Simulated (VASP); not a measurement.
Set up this calculation in VASP 6.6.1, as the native input.

| Property | Result |
| --- | --- |
| Task | single point |
| Functional | PBE |
| Potentials or basis | VASP PAW PBE potentials, release 64 (Mg, O, H) |
| Cutoff | 520 eV |
| k mesh | 2 × 2 × 2 |
| Occupations | fermi-dirac, width 0.05 eV |
| Spin | collinear spin, ferromagnetic start |
| Starting moments | [0.0, 0.0, 0.0, 0.0, 0.0, 0.0, 0.0, 0.0, 0.0, 0.0, 0.0, 0.0, 0.0, 0.0, 0.0, 0.0, 1.0] μB |
| Dipole correction | no |
| Further INCAR settings | LREAL = Auto; ALGO = Normal; EDIFF = 1e-07; NBANDS = 50 |

The structure of Mg8HO8 (a cell with a defect) lies in POSCAR:

```
Mg8HO8
1.0
    0.0000000000      4.2483000000      4.2483000000
    4.2483000000      0.0000000000      4.2483000000
    4.2483000000      4.2483000000      0.0000000000
Mg O H
8 8 1
Direct
    0.0108984770     -0.0105689335     -0.0324365040
    0.0042487583     -0.0323070405      0.4926323471
   -0.0072734976      0.4815102512      0.0134406704
    0.0083680531      0.4888190570      0.4791681378
    0.5290116046     -0.0407692489     -0.0045665325
    0.5147941530     -0.0308594026      0.4762375538
    0.5052491585      0.4817574088     -0.0070028011
    0.5110867877      0.4540286703      0.5026598875
    0.2406138926      0.2175223030      0.2673775393
    0.2666007580      0.2261375138      0.7280559283
    0.2725913895      0.7244897959      0.2412141327
    0.2426970788      0.7356707389      0.7409434362
    0.7722736153      0.2223595320      0.2289033260
    0.7803709719      0.2240778664      0.7155450415
    0.7623755385      0.7297507238      0.2429442365
    0.7563849069      0.7138031683      0.7386837088
    0.3669938564      0.3222230068      0.9117058588
```

These files were run (other wordings do the same):

INCAR

```
SYSTEM = Mg8HO8
  PREC = Accurate
  ENCUT = 520
  EDIFF = 1E-7
  ISMEAR = -1
  SIGMA = 0.05
  LREAL = Auto
  LASPH = .TRUE.
  NELM = 150
  ALGO = Normal
  ISIF = 2
  LWAVE = .FALSE.
  LCHARG = .FALSE.
  ISPIN = 2
  MAGMOM = 0 0 0 0 0 0 0 0 0 0 0 0 0 0 0 0 1
  LORBIT = 11
  GGA = PE
  NBANDS = 50
```

KPOINTS

```
regular mesh
0
G
  2 2 2
  0 0 0
```

Potentials or basis: VASP PAW PBE potentials, release 64 (Mg, O, H).

The run is started by

```bash
$ cat potpaw_PBE.64/Mg/POTCAR potpaw_PBE.64/O/POTCAR potpaw_PBE.64/H/POTCAR > POTCAR
$ mpirun -np 1 vasp_std > vasp.out
```

Results of the run:

```json
{"Pressure": "7.0 GPa", "Largest force": "1.216 eV/Å", "Net moment": "0.75 μB per cell", "Site moments": "Mg +0.00, +0.01, -0.00; O +0.13, +0.08, -0.00, +0.06, +0.07; H +0.21 μB", "Valence electrons inside the program's atomic spheres": "Mg 0.40, 0.42, 0.41, 0.39; O 5.08, 5.07, 5.09, 5.12; H 0.56"}
```

Caveat: the k points lie up to 0.64 Å⁻¹ apart.

Wall time 3.1 min on 1 thread of Intel(R) Xeon(R) 6975P-C (Granite Rapids) (shared host), peak memory 0.42 GiB.
